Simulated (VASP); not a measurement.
# AlN (P3m1) in VASP: notebook, part 2 of 2

VASP 6.6.1. The steps go on from the part before.

### 4 Single point, PBE (the distance across one plane changed)

Contents of INCAR:

```
SYSTEM = AlN
ALGO = Normal
EDIFF = 1E-6
ENCUT = 520
GGA = PE
ISIF = 2
ISMEAR = 0
LASPH = .TRUE.
LCHARG = .FALSE.
LREAL = .FALSE.
LWAVE = .FALSE.
NBANDS = 26
NELM = 80
PREC = Accurate
SIGMA = 0.05
```

Contents of KPOINTS:

```
k-points
0
G
  8 8 3
  0 0 0
```

Contents of POSCAR:

```
AlN
1.0
   -3.1110021516      0.0000000000      0.0000000000
   -1.5555010758     -2.6942068945      0.0000000000
    0.0000000000      0.0000000000     14.4560000000
Al N
4 4
Direct
    0.3333333333      0.3333333333      0.6224221776
    0.3333333333      0.3333333333      0.2780668926
    0.6666666667      0.6666666667      0.1058892501
    0.6666666667      0.6666666667      0.4502445351
    0.3333333333      0.3333333333      0.0662883924
    0.3333333333      0.3333333333      0.4106436774
    0.6666666667      0.6666666667      0.2384660349
    0.6666666667      0.6666666667      0.5828213199
```

Potentials or basis: VASP PAW PBE potentials, release 64 (Al, N).

Run with:

```bash
cat potpaw_PBE.64/Al/POTCAR potpaw_PBE.64/N/POTCAR > POTCAR
mpirun -np 1 vasp_std > vasp.out
```

OUTCAR:

```text
SYSTEM = AlN
   EDIFF = 1E-6
   ENCUT = 520
   GGA = PE
   ISIF = 2
   ISMEAR = 0
   LASPH = .TRUE.
   LREAL = .FALSE.
   NELM = 80
   PREC = Accurate

 ion  position               nearest neighbor table
   1  0.333  0.333  0.622-   8 1.89   8 1.89   8 1.89   4 3.07   4 3.07   4 3.07
   2  0.333  0.333  0.278-   7 1.89   7 1.89   7 1.89   6 1.92   4 3.07   3 3.07   4 3.07   3 3.07
                             4 3.07   3 3.07
   3  0.667  0.667  0.106-   5 1.89   5 1.89   5 1.89   7 1.92   2 3.07   2 3.07   2 3.07
   4  0.667  0.667  0.450-   6 1.89   6 1.89   6 1.89   8 1.92   2 3.07   1 3.07   2 3.07   1 3.07
                             2 3.07   1 3.07
   5  0.333  0.333  0.066-   3 1.89   3 1.89   3 1.89
   6  0.333  0.333  0.411-   4 1.89   4 1.89   4 1.89   2 1.92
   7  0.667  0.667  0.238-   2 1.89   2 1.89   2 1.89   3 1.92
   8  0.667  0.667  0.583-   1 1.89   1 1.89   1 1.89   4 1.92

  LATTYP: Found a hexagonal cell.
 ALAT       =     3.1110021516
 C/A-ratio  =     4.6467341698

  Lattice vectors:

 A1 = (   1.5555010758,   2.6942068945,   0.0000000000)
 A2 = (  -3.1110021516,   0.0000000000,   0.0000000000)
 A3 = (   0.0000000000,   0.0000000000,  14.4560000000)

Analysis of symmetry for initial positions (statically):
[... 189 lines left out ...]
 Fermi energy:         3.6734051415

 k-point     1 :       0.0000    0.0000    0.0000
  band No.  band energies     occupation
      1     -13.8166      2.00000
      2     -12.5659      2.00000
      3     -11.3943      2.00000
      4      -9.4821      2.00000
      5      -4.0754      2.00000
      6      -2.0136      2.00000
[... 685 lines left out ...]
     25      11.8369      0.00000
     26      12.2322      0.00000

 [... further k-points ...]
[... 5 lines left out ...]
  --------------------------------------------------------------------------------------
  -------------------------------------------------------------------------------------
  Total        1.1238313      1.1238313      1.2025075      0.0000000     -0.0000000      0.0000000
  in kB       14.8604625     14.8604625     15.9008006      0.0000000     -0.0000000      0.0000000
  external PRESSURE =      15.2072419 kB  Pullay stress =       0.0000000 kB

 VOLUME and BASIS-vectors are now :
 -----------------------------------------------------------------------------
  energy-cutoff  :      520.00
  volume of cell :      121.17
      direct lattice vectors                 reciprocal lattice vectors
    -3.111002152  0.000000000  0.000000000    -0.321439829  0.185583372  0.000000000
    -1.555501076 -2.694206895  0.000000000     0.000000000 -0.371166744  0.000000000
     0.000000000  0.000000000 14.456000000     0.000000000  0.000000000  0.069175429

 POSITION                                       TOTAL-FORCE (eV/Angst)
 -----------------------------------------------------------------------------------
     -1.55550     -0.89807      8.99773         0.000000     -0.000000     -0.125154
     -1.55550     -0.89807      4.01973         0.000000      0.000000     -1.083210
     -3.11100     -1.79614      1.53073        -0.000000     -0.000000     -2.042297
     -3.11100     -1.79614      6.50873        -0.000000     -0.000000     -1.161655
     -1.55550     -0.89807      0.95827        -0.000000     -0.000000      1.526191
     -1.55550     -0.89807      5.93627         0.000000      0.000000      0.980684
     -3.11100     -1.79614      3.44727        -0.000000     -0.000000      1.121284
     -3.11100     -1.79614      8.42527         0.000000      0.000000      0.784158
 -----------------------------------------------------------------------------------
    total drift:                                0.000000      0.000000      0.000247

  FREE ENERGIE OF THE ION-ELECTRON SYSTEM (eV)
  ---------------------------------------------------
  free  energy   TOTEN  =       -55.7884172788 eV

  energy  without entropy=      -55.7789185620  energy(sigma->0) =      -55.78366792
```

OSZICAR:

```text
N       E                     dE             d eps       ncg     rms          rms(c)
DAV:   1     0.147291563520E+03    0.14729E+03   -0.13897E+04  1300   0.106E+03
DAV:   2    -0.517471146912E+02   -0.19904E+03   -0.18503E+03  1808   0.229E+02
DAV:   3    -0.681067142817E+02   -0.16360E+02   -0.16224E+02  1760   0.688E+01
[... 14 lines left out ...]
DAV:  18    -0.557884178856E+02    0.29459E-03   -0.64226E-05  1458   0.823E-02    0.134E-02
DAV:  19    -0.557884180691E+02   -0.18350E-06   -0.18520E-05  1386   0.249E-02    0.741E-03
DAV:  20    -0.557884222826E+02   -0.42135E-05   -0.32225E-06  1342   0.127E-02    0.205E-02
DAV:  21    -0.557884181722E+02    0.41104E-05   -0.89574E-07  1074   0.760E-03    0.845E-03
DAV:  22    -0.557884172788E+02    0.89340E-06   -0.17773E-07  1252   0.409E-03
   1 F= -.55788417E+02 E0= -.55783668E+02  d E =-.949872E-02
```

It took 44 s on 1 thread of Intel Xeon 6975P-C (Granite Rapids), shared host; peak memory 0.26 GiB.

Results:

```
Free energy            : -55.7884 eV
Pressure               : 1.5 GPa
Largest force          : 2.042 eV/Å
Band gap on the k mesh : zero (bands 16 and 17 overlap by 0.23 eV)
```

Forces on the atoms (eV/Å):
```
Al   0.000  0.000 -0.125
Al   0.000  0.000 -1.083
Al   0.000  0.000 -2.042
Al   0.000  0.000 -1.162
N    0.000  0.000  1.526
N    0.000  0.000  0.981
N    0.000  0.000  1.121
N    0.000  0.000  0.784
```

Levels at points of the mesh, in eV from the Fermi level:
| k point | band 12 | band 13 | band 14 | band 15 | band 16 | band 17 | band 18 | band 19 | band 20 | band 21 |
| --- | --- | --- | --- | --- | --- | --- | --- | --- | --- | --- |
| (0.00, 0.00, 0.00) | -1.51 | -1.51 | -0.95 | -0.46 | 0.10 | 0.10 | 3.19 | 4.04 | 5.03 | 5.88 |
| (0.50, 0.00, 0.00) | -3.46 | -2.44 | -2.35 | -0.66 | -0.13 | 0.83 | 2.40 | 3.78 | 4.44 | 5.53 |

Caveat: the cell differs from its parent crystal (the distance across one plane changed); forces of over 1 eV/Å act on the atoms, so gaps and moduli don't describe the material at rest.

### 5 Single point, PBE (the distance across one plane changed)

Contents of INCAR:

```
  PREC = Accurate
  ENCUT = 520
  EDIFF = 1E-7
  ISMEAR = 0
  SIGMA = 0.05
  LREAL = False
  LASPH = True
  NELM = 60
  ALGO = Normal
  ISIF = 2
  LWAVE = False
  LCHARG = False
  GGA = PE
  NBANDS = 26
```

Contents of KPOINTS:

```
regular mesh
0
Gamma
  8 8 3
```

Contents of POSCAR:

```
AlN
1.0
   -3.1110021516      0.0000000000      0.0000000000
   -1.5555010758     -2.6942068945      0.0000000000
    0.0000000000      0.0000000000     15.9560000000
Al N
4 4
Direct
    0.3333333333      0.3333333333      0.5639091878
    0.3333333333      0.3333333333      0.2519262346
    0.6666666667      0.6666666667      0.0959347581
    0.6666666667      0.6666666667      0.4079177112
    0.3333333333      0.3333333333      0.0600567185
    0.3333333333      0.3333333333      0.3720396716
    0.6666666667      0.6666666667      0.2160481950
    0.6666666667      0.6666666667      0.5280311482
```

Run with:

```bash
cat potpaw_PBE.64/Al/POTCAR potpaw_PBE.64/N/POTCAR > POTCAR
mpirun -np 1 vasp_std > vasp.out
```

Run time: 69 s. Hardware: 1 thread of Intel Xeon 6975P-C (Granite Rapids), shared host; peak memory 0.27 GiB.

The run converged. Its results:

```
Free energy            : -55.7653 eV
Pressure               : 1.4 GPa
Largest force          : 2.085 eV/Å
Band gap on the k mesh : zero (bands 16 and 17 overlap by 0.24 eV)
```

Forces in eV/Å, atoms in the order of the input:
```
Al   0.000  0.000 -0.112
Al   0.000  0.000 -1.058
Al   0.000  0.000 -2.085
Al   0.000  0.000 -1.135
N    0.000  0.000  1.588
N    0.000  0.000  0.955
N    0.000  0.000  1.099
N    0.000  0.000  0.747
```

Stress tensor (GPa, compression positive):
```
1.35 0.00 0.00
0.00 1.35 0.00
0.00 0.00 1.49
```

Levels at points of the mesh, in eV from the Fermi level:
| k point | band 14 | band 15 | band 16 | band 17 | band 18 | band 19 |
| --- | --- | --- | --- | --- | --- | --- |
| (0.00, 0.00, 0.00) | -0.98 | -0.42 | 0.09 | 0.09 | 3.14 | 4.07 |
| (0.50, 0.00, 0.00) | -2.36 | -0.66 | -0.12 | 0.85 | 2.43 | 3.80 |

Caveat: the cell differs from its parent crystal (the distance across one plane changed); forces of over 1 eV/Å act on the atoms, so gaps and moduli don't describe the material at rest.

### 6 The runs side by side

| cell | gap on the mesh (eV) | pressure (GPa) | largest force (eV/Å) |
| --- | --- | --- | --- |
| a = 3.111, b = 3.111, c = 11.956 Å, angles 90.0, 90.0, 60.0°, 8 atoms | none | 0.7 | 2.25 |
| a = 3.111, b = 3.111, c = 12.956 Å, angles 90.0, 90.0, 60.0°, 8 atoms | none | 1.5 | 2.04 |
| a = 3.111, b = 3.111, c = 14.456 Å, angles 90.0, 90.0, 60.0°, 8 atoms | none | 1.5 | 2.04 |
| a = 3.111, b = 3.111, c = 15.956 Å, angles 90.0, 90.0, 60.0°, 8 atoms | none | 1.4 | 2.09 |

Alike in all rows: task single point; level PBE; potentials or basis VASP PAW PBE potentials, release 64 (Al, N); no spin polarisation; k mesh 8 × 8 × 3; cutoff (eV) 520; smearing gaussian 0.05 eV.

Caveats: forces of over 1 eV/Å act on the atoms, so gaps and moduli don't describe the material at rest; semilocal functionals underestimate gaps, so a narrow gap can read as zero (at least some runs).

Absolute energies hang on the potentials; compare differences alone.
